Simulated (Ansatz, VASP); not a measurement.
## Two plane-wave programs on HfN

File INCAR:

```
PREC = Accurate ; ENCUT = 520
EDIFF = 1E-7 ; ISMEAR = 0
SIGMA = 0.15 ; LREAL = F
LASPH = T ; NELM = 60
ALGO = Normal ; ISIF = 2
LWAVE = F ; LCHARG = F
GGA = PS ; NBANDS = 14
```

File KPOINTS:

```
regular mesh
0
Gamma
  16 16 16
```

The input POSCAR:

```
HfN
1.0
    0.0000000000      2.4548220000      2.4548220000
    2.4548220000      0.0000000000      2.4548220000
    2.4548220000      2.4548220000      0.0000000000
Hf N
1 1
Direct
   -0.0203680756     -0.0203680756      0.0203680756
    0.7500000000      0.7500000000      0.7500000000
```

Input for Ansatz:

```yaml
crystal:
  lattice:
    - [0.0, 2.454822, 2.454822]
    - [2.454822, 0.0, 2.454822]
    - [2.454822, 2.454822, 0.0]
  atoms:
    - { symbol: Hf, position: [-0.0203680756, -0.0203680756, 0.0203680756] }
    - { symbol: "N", position: [0.75, 0.75, 0.75] }
basis:
  ecutwfc: 420
kpoints:
  mp_grid: { grid: [16, 16, 16] }
hamiltonian:
  xc: pbesol
scf:
  occupations: { method: gaussian, width: 0.15 }
output:
  forces: true
  stress: true
  eigenvalues: true
```

Change from the starting cell: all Hf atoms moved -0.100 Å, as atom 1 along Cartesian [0 0 1].

Alike in both runs: task single point; functional PBEsol; k mesh 16 × 16 × 16; occupations gaussian, width 0.15 eV; no spin polarisation.

|  | VASP | Ansatz |
| --- | --- | --- |
| version | VASP 6.6.1 | Ansatz 0.2.0 |
| potentials or method | VASP PAW PBE potentials, release 64 (Hf_pv, N), cutoff 520 eV | scalar-relativistic, plane waves, PAW |
| valence electrons in the cell | 15 | 31 |

VASP gave:

```
gap on the k mesh at the Fermi level (eV)                     : none
pressure (GPa)                                                : -4.9
traceless stress, the component that is largest in VASP (GPa) : 5.29
rms of the force components (eV/Å)                            : 0.665
```

What did Ansatz give for the same quantities?

gap on the k mesh at the Fermi level (eV): none; pressure (GPa): -4.0; traceless stress, the component that is largest in VASP (GPa): 5.29; rms of the force components (eV/Å): 0.662.

VASP's potentials were made for PBE, not for PBEsol. Atom by atom the forces differ by 0.003 eV/Å (rms over components). A gap of «none» marks a metal or a gap that the smearing closes. The functional is the same, so the differences come from potentials, cutoffs and numerics. VASP's potentials hold 15 valence electrons a cell and Ansatz's 31, so a difference there can come from the potentials and not from the codes.

Neither program's run includes spin-orbit coupling.
